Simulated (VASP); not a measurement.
The system is CdTe.

```
CELL_PARAMETERS angstrom
0.00000 3.27990 3.27990
3.27990 0.00000 3.27990
3.27990 3.27990 0.00000
ATOMIC_POSITIONS crystal
Cd 0.00000 0.00000 0.00000
Te 0.25000 0.25000 0.25000
```

Base run:

* Program: VASP 6.6.1
* Functional: r2SCAN
* Potentials or basis: VASP PAW PBE potentials, release 64 (Cd, Te)
* Cutoff: 520 eV
* k mesh: 6 × 6 × 6
* Occupations: gaussian, width 0.01 eV
* Spin: no spin polarisation

Its results: band gap on the k mesh 1.15 eV, direct; pressure 0.1 GPa.

Question: The run is repeated on the same cell with these changes: functional from r2SCAN to PBE; occupations from gaussian, width 0.01 eV to fermi-dirac, width 0.02 eV. What comes out?

Answer: Band gap on the k mesh 0.66 eV, direct; pressure 1.1 GPa.

Caveats: spin-orbit coupling is left out, which moves the levels of the heavy elements; the PAW data sets were made with another functional, which shifts forces and pressure a little (some runs).

